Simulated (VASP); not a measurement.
Write the native input for VASP 6.6.1 that does the following.

- Task: single point
- Functional: PBE
- Dispersion: D3(BJ)
- Potentials or basis: VASP PAW PBE potentials, release 64 (Hg)
- Cutoff: 520 eV
- k mesh: 15 × 15 × 8
- Occupations: gaussian, width 0.1 eV
- Spin: no spin polarisation
- Dipole correction: no
- Further INCAR settings: ALGO = Normal; EDIFF = 1e-06; NBANDS = 19

The structure of Hg lies in POSCAR:

```
Hg
1.0
    3.3522124042      0.0000000000      0.0000000000
   -1.6761062021      2.9031011009      0.0000000000
    0.0000000000      0.0000000000      5.2861746114
Hg
2
Direct
    0.6666666667      0.3333333333      0.7500000000
    0.3333333333      0.6666666667      0.2500000000
```

The input as run:

INCAR

```
SYSTEM = Hg
PREC     = Accurate       ! precision mode
ENCUT    = 520            ! plane-wave cutoff, eV
EDIFF    = 1E-6           ! SCF threshold, eV
ISMEAR   = 0              ! smearing method
SIGMA    = 0.1            ! smearing width, eV
LREAL    = .False.        ! projectors in reciprocal space
LASPH    = .True.         ! aspherical terms in the spheres
NELM     = 100            ! most SCF steps
ALGO     = Normal         ! electronic algorithm
ISIF     = 2              ! what is computed and relaxed
LWAVE    = .False.        ! write WAVECAR
LCHARG   = .False.        ! write CHGCAR
GGA      = PE             ! functional
IVDW     = 12             ! dispersion correction
NBANDS   = 19             ! bands
```

KPOINTS

```
Automatic mesh
0
Gamma
  15 15 8
  0 0 0
```

Potentials or basis: VASP PAW PBE potentials, release 64 (Hg).

Command:

```console
$ cat potpaw_PBE.64/Hg/POTCAR > POTCAR
$ mpirun -np 1 vasp_std > vasp.out
```

It gave:

```yaml
Pressure: 0.2 GPa
Band_gap_on_the_k_mesh: zero (band 12 reaches 1.95 eV, above the bottom of band 13 at 1.02 eV)
Dispersion_energy_per_atom: -0.407 eV
```

Caveat: spin-orbit coupling is left out, which moves the levels of the heavy elements; pairwise dispersion overbinds metals, which lowers pressure and volume.

Wall time 70 s on 1 thread of Intel(R) Xeon(R) Platinum 8488C (Sapphire Rapids), with other jobs on the host, peak memory 0.26 GiB.
